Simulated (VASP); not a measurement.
# SrO (Fm-3m) in VASP: a series of runs, part 2 of 2

VASP 6.6.1.

## 4. Relaxation of the atoms, r2SCAN

This run uses another cell than the first one, of 17.53 Å³/atom.

POSCAR reads:

```
SrO
1.0
    0.0000000000      2.5976251500      2.5976251500
    2.5976251500      0.0000000000      2.5976251500
    2.5976251500      2.5976251500      0.0000000000
Sr O
1 1
Direct
    0.5000000000      0.5000000000      0.5000000000
    0.0000000000      0.0000000000      0.0000000000
```

INCAR.step1 reads:

```
SYSTEM = SrO
PREC     = Accurate       ! precision mode
ENCUT    = 520            ! plane-wave cutoff, eV
ISMEAR   = -1             ! smearing method
SIGMA    = 0.02           ! smearing width, eV
LREAL    = .FALSE.        ! projectors in reciprocal space
LASPH    = .TRUE.         ! aspherical terms in the spheres
NELM     = 80             ! most SCF steps
GGA      = PE             ! functional
ALGO     = Normal         ! electronic algorithm
EDIFF    = 1E-4           ! SCF threshold, eV
LWAVE    = .TRUE.         ! write WAVECAR
LCHARG   = .FALSE.        ! write CHGCAR
```

INCAR.step2 reads:

```
SYSTEM = SrO
PREC     = Accurate       ! precision mode
ENCUT    = 520            ! plane-wave cutoff, eV
EDIFF    = 1E-6           ! SCF threshold, eV
ISMEAR   = -1             ! smearing method
SIGMA    = 0.02           ! smearing width, eV
LREAL    = .FALSE.        ! projectors in reciprocal space
LASPH    = .TRUE.         ! aspherical terms in the spheres
NELM     = 80             ! most SCF steps
ALGO     = Normal         ! electronic algorithm
ISIF     = 2              ! what is computed and relaxed
LWAVE    = .FALSE.        ! write WAVECAR
LCHARG   = .FALSE.        ! write CHGCAR
METAGGA  = R2SCAN         ! meta-GGA
LMIXTAU  = .TRUE.       
IBRION   = 2              ! ionic algorithm
NSW      = 50             ! ionic steps
EDIFFG   = -0.01          ! ionic threshold
ISTART   = 1
```

KPOINTS reads:

```
Automatic mesh
0
G
  10 10 10
  0 0 0
```

Potentials or basis: VASP PAW PBE potentials, release 64 (Sr_sv, O).

The run is started by

```console
cat potpaw_PBE.64/Sr_sv/POTCAR potpaw_PBE.64/O/POTCAR > POTCAR
cp INCAR.step1 INCAR
mpirun -np 1 vasp_std > vasp.out
cp INCAR.step2 INCAR
mpirun -np 1 vasp_std > vasp.out
```

OUTCAR:

```text
SYSTEM = SrO
   PREC = Accurate
   ENCUT = 520
   EDIFF = 1E-6
   ISMEAR = -1
   LREAL = .FALSE.
   LASPH = .TRUE.
   NELM = 80
   ISIF = 2
   METAGGA = R2SCAN
   IBRION = 2
   NSW = 50
   EDIFFG = -0.01
   ISTART = 1

 ion  position               nearest neighbor table
   1  0.500  0.500  0.500-   2 2.60   2 2.60   2 2.60   2 2.60   2 2.60   2 2.60
   2  0.000  0.000  0.000-   1 2.60   1 2.60   1 2.60   1 2.60   1 2.60   1 2.60

  LATTYP: Found a face centered cubic cell.
 ALAT       =     5.1952503000

  Lattice vectors:

 A1 = (   0.0000000000,   2.5976251500,   2.5976251500)
 A2 = (   2.5976251500,   0.0000000000,   2.5976251500)
 A3 = (   2.5976251500,   2.5976251500,   0.0000000000)

Analysis of symmetry for initial positions (statically):
=====================================================================
 Subroutine PRICEL returns:
 Original cell was already a primitive cell.

 Routine SETGRP: Setting up the symmetry group for a
 face centered cubic supercell.

 Subroutine GETGRP returns: Found 48 space group operations
 (whereof 48 operations were pure point group operations)
 out of a pool of 48 trial point group operations.

The static configuration has the point symmetry O_h .

Analysis of symmetry for dynamics (positions and initial velocities):
=====================================================================
 Subroutine PRICEL returns:
 Original cell was already a primitive cell.

 Routine SETGRP: Setting up the symmetry group for a
 face centered cubic supercell.

 Subroutine GETGRP returns: Found 48 space group operations
 (whereof 48 operations were pure point group operations)
 out of a pool of 48 trial point group operations.

The dynamic configuration has the point symmetry O_h .

 Subroutine INISYM returns: Found 48 space group operations
 (whereof 48 operations are pure point group operations),
 and found     1 'primitive' translations

----------------------------------------------------------------------------------------

                                     Primitive cell

  volume of cell :      35.0558

  direct lattice vectors                    reciprocal lattice vectors
     0.000000000  2.597625150  2.597625150    -0.192483507  0.192483507  0.192483507
     2.597625150  0.000000000  2.597625150     0.192483507 -0.192483507  0.192483507
     2.597625150  2.597625150  0.000000000     0.192483507  0.192483507 -0.192483507

  length of vectors
     3.673596717  3.673596717  3.673596717     0.333391215  0.333391215  0.333391215

  position of ions in fractional coordinates (direct lattice)
     0.500000000  0.500000000  0.500000000
     0.000000000  0.000000000  0.000000000

  ion indices of the primitive-cell ions
   primitive index   ion index
                 1           1
                 2           2

----------------------------------------------------------------------------------------

 KPOINTS: Automatic mesh

Automatic generation of k-mesh.
 Grid dimensions read from file:
 generate k-points for:   10   10   10

 Generating k-lattice:

  Cartesian coordinates                     Fractional coordinates (reciprocal lattice)
    -0.019248351  0.019248351  0.019248351     0.100000000  0.000000000  0.000000000
     0.019248351 -0.019248351  0.019248351     0.000000000  0.100000000  0.000000000
     0.019248351  0.019248351 -0.019248351     0.000000000  0.000000000  0.100000000

  Length of vectors
     0.033339121  0.033339121  0.033339121

  Shift w.r.t. Gamma in fractional coordinates (k-lattice)
     0.000000000  0.000000000  0.000000000

 Subroutine IBZKPT returns following result:
 ===========================================

 Found     47 irreducible k-points:

 Following reciprocal coordinates:
            Coordinates               Weight
  0.000000  0.000000  0.000000      1.000000
  0.100000  0.000000  0.000000      8.000000
  0.200000  0.000000  0.000000      8.000000
  0.300000  0.000000  0.000000      8.000000
  0.400000  0.000000  0.000000      8.000000
  0.500000  0.000000  0.000000      4.000000
[... 16 lines left out ...]
  0.300000  0.300000  0.000000      6.000000
  0.400000  0.300000  0.000000     24.000000
 [... further k-points ...]
   k-points           NKPTS =     47   k-points in BZ     NKDIM =     47   number of bands    NBANDS=     12
   number of dos      NEDOS =    301   number of ions     NIONS =      2
   total plane-waves  NPLWV =  21952
   dimension x,y,z NGX =    28 NGY =   28 NGZ =   28
   dimension x,y,z NGXF=    56 NGYF=   56 NGZF=   56
   ions per type =               1   1
   NGX,Y,Z   is equivalent  to a cutoff of  12.67, 12.67, 12.67 a.u.
   NGXF,Y,Z  is equivalent  to a cutoff of  25.34, 25.34, 25.34 a.u.
 SYSTEM =  SrO
   PREC   = accura    normal or accurate (medium, high low for compatibility)
   ISTART =      1    job   : 0-new  1-cont  2-samecut
   ICHARG =      0    charge: 1-file 2-atom 10-const
   ISPIN  =      1    spin polarized calculation?
   LNONCOLLINEAR =      F non collinear calculations
   LSORBIT =      F    spin-orbit coupling
   LASPH  =      T    aspherical Exc in radial PAW
   ENCUT  =  520.0 eV  38.22 Ry    6.18 a.u.   6.83  6.83  6.83*2*pi/ulx,y,z
   NELM   =     80;   NELMIN=  2; NELMDL=  0     # of ELM steps
   EDIFF  = 0.1E-05   stopping-criterion for ELM
   LREAL  =      F    real-space projection
   EDIFFG = -.1E-01   stopping-criterion for IOM
   NSW    =     50    number of steps for IOM
   IBRION =      2    ionic relax: 0-MD 1-quasi-New 2-CG
   NFREE  =      1    steps in history (QN), initial steepest desc. (CG)
   ISIF   =      2    stress and relaxation
   ISYM   =      2    0-nonsym 1-usesym 2-fastsym
   POTIM  = 0.5000    time-step for ionic-motion
   TEBEG  =    0.0;   TEEND  =   0.0 temperature during run
   PSTRESS=    0.0 pullay stress
   NELECT =      16.0000    total number of electrons
   NUPDOWN=      -1.0000    fix difference up-down
   EMIN   =  10.00;   EMAX   =-10.00  energy-range for DOS
   EFERMI =   0.00;   METHOD = LEGACY
   ISMEAR =    -1;   SIGMA  =   0.02  broadening in eV -4-tet -1-fermi 0-gaus
   EFERMI_NEDOS =   21; number of points for ismear=-14 and -15
   IALGO  =     38    algorithm
   IMIX   =      4    mixing-type and parameters
     AMIX     =   0.40;   BMIX     =  1.00
     AMIX_MAG =   1.60;   BMIX_MAG =  1.00
  volume/ion in A,a.u.               =      17.53       118.28
  Fermi-wavevector in a.u.,A,eV,Ry     =   1.260458  2.381920 21.616312  1.588754
  Thomas-Fermi vector in A             =   2.393966
   LORBIT       =      0    0 simple, 1 ext, 2 COOP (PROOUT), +10 PAW based schemes
   METAGGA = R2SCAN    functional components
   LHFCALC =     F    Hartree Fock is set to
   AEXX    =    0.0000 exact exchange contribution
   IVDW    =     0    specifies the selected vdW correction
   LEPSILON=     F    determine dielectric tensor
   LRPA    =     F    only Hartree local field effects (RPA)
 conjugate gradient relaxation of ions
 non-spin polarized calculation
  energy-cutoff  :      520.00
  volume of cell :       35.06
 maximum number of plane-waves:       960
   NGX = 13   NGY = 13   NGZ = 13

 number of electron      16.0000000 magnetization

 Free energy of the ion-electron system (eV)
  ---------------------------------------------------
  ext. energy  EPLUGINS =         0.00000000
  ---------------------------------------------------
  free energy    TOTEN  =       -27.05437319 eV

  energy without entropy =      -27.05437319  energy(sigma->0) =      -27.05437319

 E-fermi :   1.7149     XC(G=0): -10.4277

 val. band max:        1.2010266080   @ k =   0.0000   0.0000   0.0000
 cond. band min:       4.9573167943   @ k =   0.5000   0.5000   0.0000
 fundamental gap:      3.7562901863
 Fermi energy:         1.7148782484

 k-point     1 :       0.0000    0.0000    0.0000
  band No.  band energies     occupation
      1     -32.3851      2.00000
      2     -14.7889      2.00000
      3     -13.4386      2.00000
      4     -13.4386      2.00000
      5     -13.4386      2.00000
      6       1.2010      2.00000
      7       1.2010      2.00000
      8       1.2010      2.00000
      9       5.6325      0.00000
     10       7.9067      0.00000
     11       7.9067      0.00000
     12       7.9067      0.00000
[... 331 lines left out ...]
 k-point    24 :       0.4000    0.3000    0.0000
  band No.  band energies     occupation
      1     -32.2587      2.00000
      2     -15.3735      2.00000
      3     -13.7510      2.00000
      4     -13.6853      2.00000
      5     -13.3131      2.00000
      6       0.1531      2.00000
      7       0.8971      2.00000
      8       0.9669      2.00000
      9       5.6276      0.00000
     10       8.8409      0.00000
     11      11.1497      0.00000
     12      11.3733      0.00000

 [... further k-points ...]
[... 5 lines left out ...]
  --------------------------------------------------------------------------------------
  -------------------------------------------------------------------------------------
  Total       -0.2974414     -0.2974414     -0.2974414      0.0000000     -0.0000000      0.0000000
  in kB      -13.5941654    -13.5941654    -13.5941654      0.0000000     -0.0000000      0.0000000
  external PRESSURE =     -13.5941654 kB  Pullay stress =       0.0000000 kB

 VOLUME and BASIS-vectors are now :
 -----------------------------------------------------------------------------
  energy-cutoff  :      520.00
  volume of cell :       35.06
      direct lattice vectors                 reciprocal lattice vectors
     0.000000000  2.597625150  2.597625150    -0.192483507  0.192483507  0.192483507
     2.597625150  0.000000000  2.597625150     0.192483507 -0.192483507  0.192483507
     2.597625150  2.597625150  0.000000000     0.192483507  0.192483507 -0.192483507

 POSITION                                       TOTAL-FORCE (eV/Angst)
 -----------------------------------------------------------------------------------
      2.59763      2.59763      2.59763         0.000000     -0.000000     -0.000000
      0.00000      0.00000      0.00000        -0.000000      0.000000      0.000000
 -----------------------------------------------------------------------------------
    total drift:                                0.000000      0.000000      0.000000

  FREE ENERGIE OF THE ION-ELECTRON SYSTEM (eV)
  ---------------------------------------------------
  free  energy   TOTEN  =       -27.0543731917 eV

  energy  without entropy=      -27.0543731917  energy(sigma->0) =      -27.05437319

 reached required accuracy - stopping structural energy minimisation
```

It took 2 min on 1 thread of Oxide Virtual Turin-like, shared host; peak memory 0.14 GiB.

What came out:

```yaml
Free_energy: -27.0544 eV
Pressure_after_relaxing: -1.4 GPa
Band_gap_on_the_k_mesh: 3.76 eV (least direct gap 3.86 eV)
```

Final structure:
```
Sr O
1.0
     0.00000    2.59763    2.59763
     2.59763    0.00000    2.59763
     2.59763    2.59763    0.00000
Sr O
1 1
Cartesian
  2.5976 2.5976 2.5976
  0.0000 0.0000 0.0000
```

Levels at points of the mesh, in eV from the valence-band top:
```
           k point  band 4  band 5  band 6  band 7  band 8  band 9  band 10  band 11  band 12
(0.00, 0.00, 0.00)  -14.64  -14.64    0.00    0.00    0.00    4.43     6.71     6.71     6.71
(0.50, 0.00, 0.00)  -14.71  -13.64   -2.06   -1.07   -1.07    6.97     8.82     9.30     9.30
(0.50, 0.50, 0.00)  -14.97  -14.97   -0.48   -0.11   -0.11    3.76     8.28    10.71    10.83
```

Caveat: the relaxation stopped at its first step, so nothing moved; the PAW data sets were made with another functional, which shifts forces and pressure a little.

## 5. Overview

| cell | gap on the mesh (eV) | pressure (GPa) |
| --- | --- | --- |
| atoms relaxed from a = 3.625 Å, angles 60.0°, 2 atoms | 3.74 | 2.5 |
| atoms relaxed from a = 3.649 Å, angles 60.0°, 2 atoms | 3.75 | 0.5 |
| atoms relaxed from a = 3.674 Å, angles 60.0°, 2 atoms | 3.76 | -1.4 |

Alike in all rows: task relaxation of the atoms; level r2SCAN; potentials or basis VASP PAW PBE potentials, release 64 (Sr_sv, O); no spin polarisation; k mesh 10 × 10 × 10; cutoff (eV) 520; smearing fermi-dirac 0.02 eV.

Caveats: the relaxation stopped at its first step, so nothing moved; the PAW data sets were made with another functional, which shifts forces and pressure a little.

Absolute energies hang on the potentials; compare differences alone.
